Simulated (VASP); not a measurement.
# PdI (WC type) (P-6m2) in VASP: relaxation of cell and atoms with LDA

Aim: the relaxation of cell and atoms of PdI (WC type) with LDA.

All numbers are computed with VASP 6.6.1; they aren't measurements. Logs are shortened: lines on timing, memory, paths and dates and some standing lists are left out, and cuts for length are marked.

## 1. The cell of the first run

It takes space group P-6m2 (No. 187, hexagonal). The conventional cell has a = 3.615 Å, b = 3.615 Å, c = 3.542 Å, α = 90.00°, β = 90.00°, γ = 120.00°. Pd (site symmetry -6m2) has 6 I at 2.74 Å and 8 Pd at 3.54 to 3.61 Å within 3.7 Å. I (site symmetry -6m2) has 6 Pd at 2.74 Å and 8 I at 3.54 to 3.61 Å within 3.7 Å.

## 2. Relaxation of cell and atoms, LDA, target pressure 9.1 GPa, at which the enthalpy is minimised

File INCAR:

```
SYSTEM = PdI
PREC = Accurate
ENCUT = 600
EDIFF = 1E-6
ISMEAR = -1
SIGMA = 0.1
LREAL = .FALSE.
LASPH = .TRUE.
NELM = 60
ALGO = Normal
ISIF = 3
LWAVE = .FALSE.
LCHARG = .FALSE.
IBRION = 2
NSW = 60
EDIFFG = -0.005
PSTRESS = 91.0
```

File KPOINTS:

```
Automatic mesh
0
G
  13 13 11
  0 0 0
```

File POSCAR:

```
PdI
1.0
    3.6146140000      0.0000000000      0.0000000000
   -1.8073070000      3.1303475489      0.0000000000
    0.0000000000      0.0000000000      3.5423217200
Pd I
1 1
Direct
    0.0000000000      0.0000000000      0.0000000000
    0.3333333333      0.6666666667      0.5000000000
```

Potentials or basis: VASP PAW LDA potentials, release 64 (Pd, I).

On the command line:

```console
$ cat potpaw_LDA.64/Pd/POTCAR potpaw_LDA.64/I/POTCAR > POTCAR
$ mpirun -np 1 vasp_std > vasp.out
```

OUTCAR:

```text
SYSTEM = PdI
   PREC = Accurate
   ENCUT = 600
   EDIFF = 1E-6
   ISMEAR = -1
   LREAL = .FALSE.
   LASPH = .TRUE.
   NELM = 60
   ISIF = 3
   IBRION = 2
   NSW = 60
   EDIFFG = -0.005
   PSTRESS = 91.0

 ion  position               nearest neighbor table
   1  0.000  0.000  0.000-   2 2.74   2 2.74   2 2.74   2 2.74   2 2.74   2 2.74
   2  0.333  0.667  0.500-   1 2.74   1 2.74   1 2.74   1 2.74   1 2.74   1 2.74

  LATTYP: Found a hexagonal cell.
 ALAT       =     3.6146140000
 C/A-ratio  =     0.9800000000

  Lattice vectors:

 A1 = (   3.6146140000,   0.0000000000,   0.0000000000)
 A2 = (  -1.8073070000,   3.1303475489,   0.0000000000)
 A3 = (   0.0000000000,   0.0000000000,   3.5423217200)

Analysis of symmetry for initial positions (statically):
=====================================================================
 Subroutine PRICEL returns:
 Original cell was already a primitive cell.

 Routine SETGRP: Setting up the symmetry group for a
 hexagonal supercell.

 Subroutine GETGRP returns: Found 12 space group operations
 (whereof 12 operations were pure point group operations)
 out of a pool of 24 trial point group operations.

The static configuration has the point symmetry D_3h.

Analysis of symmetry for dynamics (positions and initial velocities):
=====================================================================
 Subroutine PRICEL returns:
 Original cell was already a primitive cell.

 Routine SETGRP: Setting up the symmetry group for a
 hexagonal supercell.

 Subroutine GETGRP returns: Found 12 space group operations
 (whereof 12 operations were pure point group operations)
 out of a pool of 24 trial point group operations.

The dynamic configuration has the point symmetry D_3h.

 Subroutine INISYM returns: Found 12 space group operations
 (whereof 12 operations are pure point group operations),
 and found     1 'primitive' translations

----------------------------------------------------------------------------------------

                                     Primitive cell

  volume of cell :      40.0814

  direct lattice vectors                    reciprocal lattice vectors
     3.614614000  0.000000000  0.000000000     0.276654713  0.159726673  0.000000000
    -1.807307000  3.130347549  0.000000000     0.000000000  0.319453346  0.000000000
     0.000000000  0.000000000  3.542321720     0.000000000  0.000000000  0.282300728

  length of vectors
     3.614614000  3.614614000  3.542321720     0.319453346  0.319453346  0.282300728

  position of ions in fractional coordinates (direct lattice)
     0.000000000  0.000000000  0.000000000
     0.333333333  0.666666667  0.500000000

  ion indices of the primitive-cell ions
   primitive index   ion index
                 1           1
                 2           2

----------------------------------------------------------------------------------------

 KPOINTS: Automatic mesh

Automatic generation of k-mesh.
 Grid dimensions read from file:
 generate k-points for:   13   13   11

 Generating k-lattice:

  Cartesian coordinates                     Fractional coordinates (reciprocal lattice)
     0.021281132  0.012286667  0.000000000     0.076923077  0.000000000  0.000000000
     0.000000000  0.024573334  0.000000000     0.000000000  0.076923077  0.000000000
     0.000000000  0.000000000  0.025663703     0.000000000  0.000000000  0.090909091

  Length of vectors
     0.024573334  0.024573334  0.025663703

  Shift w.r.t. Gamma in fractional coordinates (k-lattice)
     0.000000000  0.000000000  0.000000000

 Subroutine IBZKPT returns following result:
 ===========================================

 Found    126 irreducible k-points:

 Following reciprocal coordinates:
            Coordinates               Weight
  0.000000  0.000000  0.000000      1.000000
  0.076923  0.000000  0.000000      6.000000
  0.153846  0.000000  0.000000      6.000000
  0.230769  0.000000  0.000000      6.000000
  0.307692  0.000000  0.000000      6.000000
  0.384615  0.000000  0.000000      6.000000
[... 16 lines left out ...]
  0.076923  0.000000  0.090909     12.000000
  0.153846  0.000000  0.090909     12.000000
 [... further k-points ...]
   k-points           NKPTS =    126   k-points in BZ     NKDIM =    126   number of bands    NBANDS=     12
   number of dos      NEDOS =    301   number of ions     NIONS =      2
   total plane-waves  NPLWV =  25200
   dimension x,y,z NGX =    30 NGY =   30 NGZ =   28
   dimension x,y,z NGXF=    60 NGYF=   60 NGZF=   56
   ions per type =               1   1
   NGX,Y,Z   is equivalent  to a cutoff of  13.80, 13.80, 13.14 a.u.
   NGXF,Y,Z  is equivalent  to a cutoff of  27.60, 27.60, 26.28 a.u.
 SYSTEM =  PdI
   PREC   = accura    normal or accurate (medium, high low for compatibility)
   ISTART =      0    job   : 0-new  1-cont  2-samecut
   ICHARG =      2    charge: 1-file 2-atom 10-const
   ISPIN  =      1    spin polarized calculation?
   LNONCOLLINEAR =      F non collinear calculations
   LSORBIT =      F    spin-orbit coupling
   LASPH  =      T    aspherical Exc in radial PAW
   ENCUT  =  600.0 eV  44.10 Ry    6.64 a.u.   7.22  7.22  7.07*2*pi/ulx,y,z
   NELM   =     60;   NELMIN=  2; NELMDL= -5     # of ELM steps
   EDIFF  = 0.1E-05   stopping-criterion for ELM
   LREAL  =      F    real-space projection
   EDIFFG = -.5E-02   stopping-criterion for IOM
   NSW    =     60    number of steps for IOM
   IBRION =      2    ionic relax: 0-MD 1-quasi-New 2-CG
   NFREE  =      1    steps in history (QN), initial steepest desc. (CG)
   ISIF   =      3    stress and relaxation
   ISYM   =      2    0-nonsym 1-usesym 2-fastsym
   POTIM  = 0.5000    time-step for ionic-motion
   TEBEG  =    0.0;   TEEND  =   0.0 temperature during run
   PSTRESS=   91.0 pullay stress
   NELECT =      17.0000    total number of electrons
   NUPDOWN=      -1.0000    fix difference up-down
   EMIN   =  10.00;   EMAX   =-10.00  energy-range for DOS
   EFERMI =   0.00;   METHOD = LEGACY
   ISMEAR =    -1;   SIGMA  =   0.10  broadening in eV -4-tet -1-fermi 0-gaus
   EFERMI_NEDOS =   21; number of points for ismear=-14 and -15
   IALGO  =     38    algorithm
   IMIX   =      4    mixing-type and parameters
     AMIX     =   0.40;   BMIX     =  1.00
     AMIX_MAG =   1.60;   BMIX_MAG =  1.00
  volume/ion in A,a.u.               =      20.04       135.24
  Fermi-wavevector in a.u.,A,eV,Ry     =   1.230015  2.324391 20.584747  1.512936
  Thomas-Fermi vector in A             =   2.364880
   LORBIT       =      0    0 simple, 1 ext, 2 COOP (PROOUT), +10 PAW based schemes
   GGA     = CA    functional components
   LHFCALC =     F    Hartree Fock is set to
   AEXX    =    0.0000 exact exchange contribution
   IVDW    =     0    specifies the selected vdW correction
   LEPSILON=     F    determine dielectric tensor
   LRPA    =     F    only Hartree local field effects (RPA)
 conjugate gradient relaxation of ions
 non-spin polarized calculation
  energy-cutoff  :      600.00
  volume of cell :       40.08
 maximum number of plane-waves:      1352
 NGX is ok and might be reduce to    30
   NGX = 15   NGY = 15   NGZ = 15

--------------------------------------- Ionic step        1  -------------------------------------------

 number of electron      16.9999999 magnetization

 Free energy of the ion-electron system (eV)
  ---------------------------------------------------
  ext. energy  EPLUGINS =         0.00000000
  ---------------------------------------------------
  free energy    TOTEN  =        -8.01134599 eV

  energy without entropy =       -7.96368424  energy(sigma->0) =       -7.98751512

 E-fermi :  10.1305     XC(G=0): -11.7129

 val. band max:       10.1125209451   @ k =   0.2308   0.0000   0.2727
 cond. band min:      10.1531846463   @ k =   0.0769   0.0000   0.0909
 fundamental gap:      0.0406637013
 Fermi energy:        10.1304843391

 k-point     1 :       0.0000    0.0000    0.0000
  band No.  band energies     occupation
      1      -5.8346      2.00000
      2       5.6853      2.00000
      3       5.6853      2.00000
      4       5.9912      2.00000
      5       6.9835      2.00000
      6       7.3437      2.00000
      7       7.3437      2.00000
      8      10.2557      0.44455
      9      10.2557      0.44455
     10      11.9481      0.00000
     11      15.6706      0.00000
     12      16.5986      0.00000
[... 331 lines left out ...]
 k-point    24 :       0.1538    0.0000    0.0909
  band No.  band energies     occupation
      1      -5.5318      2.00000
      2       4.9368      2.00000
      3       5.5492      2.00000
      4       5.8188      2.00000
      5       6.4983      2.00000
      6       7.2535      2.00000
      7       8.2391      2.00000
      8       9.1966      1.99982
      9       9.8115      1.92090
     10      13.4795      0.00000
     11      15.6669      0.00000
     12      17.1649      0.00000

 [... further k-points ...]

------------------------ aborting loop because EDIFF is reached ----------------------------------------

  FORCE on cell =-STRESS in cart. coord.  units (eV):
  Direction    XX          YY          ZZ          XY          YZ          ZX
  --------------------------------------------------------------------------------------
  -------------------------------------------------------------------------------------
  Total        3.0256383      3.0256383      3.1608281     -0.0000000      0.0000000      0.0000000
  in kB      120.9442155    120.9442155    126.3481739     -0.0000000      0.0000000      0.0000000
  external PRESSURE =      31.7455350 kB  Pullay stress =      91.0000000 kB
[... 289 lines left out ...]
  enthalpy is  TOTEN    =        -5.7437034264 eV   P V=        2.3295527152

--------------------------------------- Ionic step        9  -------------------------------------------

 number of electron      17.0000000 magnetization

 Free energy of the ion-electron system (eV)
  ---------------------------------------------------
  ext. energy  EPLUGINS =         0.00000000
  ---------------------------------------------------
  free energy    TOTEN  =        -8.07349070 eV

  energy without entropy =       -8.02416069  energy(sigma->0) =       -8.04882569

 E-fermi :   9.7289     XC(G=0): -11.5923

 val. band max:        9.7285809649   @ k =   0.3077   0.1538   0.3636
 cond. band min:       9.7360071384   @ k =   0.0769   0.0000   0.0909
 fundamental gap:      0.0074261734
 Fermi energy:         9.7289302786

 k-point     1 :       0.0000    0.0000    0.0000
  band No.  band energies     occupation
      1      -6.0381      2.00000
      2       5.3987      2.00000
      3       5.3987      2.00000
      4       5.7630      2.00000
      5       6.7143      2.00000
      6       7.0564      2.00000
      7       7.0564      2.00000
      8       9.8318      0.52667
      9       9.8318      0.52667
     10      11.4509      0.00000
     11      15.3258      0.00000
     12      16.1731      0.00000
[... 331 lines left out ...]
 k-point    24 :       0.1538    0.0000    0.0909
  band No.  band energies     occupation
      1      -5.7492      2.00000
      2       4.6669      2.00000
      3       5.3124      2.00000
      4       5.5246      2.00000
      5       6.2463      2.00000
      6       6.9688      2.00000
      7       7.9152      2.00000
      8       8.8235      1.99977
      9       9.4118      1.91952
     10      12.9937      0.00000
     11      15.2846      0.00000
     12      16.7227      0.00000

 [... further k-points ...]

------------------------ aborting loop because EDIFF is reached ----------------------------------------

  FORCE on cell =-STRESS in cart. coord.  units (eV):
  Direction    XX          YY          ZZ          XY          YZ          ZX
  --------------------------------------------------------------------------------------
  -------------------------------------------------------------------------------------
  Total        2.3346705      2.3346705      2.3396731     -0.0000000     -0.0000000      0.0000000
  in kB       91.1907151     91.1907151     91.3861130     -0.0000000     -0.0000000      0.0000000
  external PRESSURE =       0.2558477 kB  Pullay stress =      91.0000000 kB
[... 17 lines left out ...]
  FREE ENERGIE OF THE ION-ELECTRON SYSTEM (eV)
  ---------------------------------------------------
  free  energy   TOTEN  =        -8.0734907020 eV

  energy  without entropy=       -8.0241606876  energy(sigma->0) =       -8.04882569

  enthalpy is  TOTEN    =        -5.7437028790 eV   P V=        2.3297878230

 reached required accuracy - stopping structural energy minimisation
```

Run time: 2.5 min. Hardware: 1 thread of Intel Xeon 6975P-C (Granite Rapids), shared host; peak memory 0.22 GiB.

Results:

```
Free energy                                                : -8.0735 eV
Relaxed volume                                             : 20.51 Å³/atom
Relaxed cell                                               : a = 3.650 Å, b = 3.650 Å, c = 3.554 Å, α = 90.00°, β = 90.00°, γ = 120.00°
Space group after relaxing (to 0.1 Å)                      : P-6m2 (No. 187)
Energy change on relaxing (the run minimises the enthalpy) : -31.1 meV/atom
Ionic steps                                                : 9
Pressure after relaxing                                    : 9.1 GPa
Band gap on the k mesh                                     : zero (an odd number of electrons rules out a gap without spin polarisation)
```

The path:
```csv
step,energy change (eV),largest force (eV/Å),pressure (GPa),volume (Å³)
1,0.0000,0.0000,12.27,40.08
2,-0.1216,0.0000,4.78,42.43
3,-0.0602,0.0000,9.06,40.99
4,-0.0592,0.0000,9.13,40.97
5,-0.0596,0.0000,9.13,40.98
6,-0.0610,0.0000,9.12,41.00
7,-0.0636,0.0000,9.11,41.05
8,-0.0619,0.0000,9.15,41.01
9,-0.0621,0.0000,9.13,41.02
```

Final structure:
```
Pd I
1.0
     3.65039    0.00000    0.00000
    -1.82519    3.16133    0.00000
     0.00000    0.00000    3.55448
Pd I
1 1
Direct
  0.00000 0.00000 0.00000
  0.33333 0.66667 0.50000
```

Levels at points of the mesh, in eV from the Fermi level:
| k point | band 5 | band 6 | band 7 | band 8 | band 9 | band 10 | band 11 | band 12 |
| --- | --- | --- | --- | --- | --- | --- | --- | --- |
| (0.00, 0.00, 0.00) | -3.01 | -2.67 | -2.67 | 0.10 | 0.10 | 1.72 | 5.60 | 6.44 |

Caveat: the cell is relaxed towards a set pressure, so the run minimises the enthalpy, not the energy; spin-orbit coupling is left out, which moves the levels of the heavy elements; an odd number of electrons without spin polarisation forces a metal; a magnetic or distorted state may lie lower.
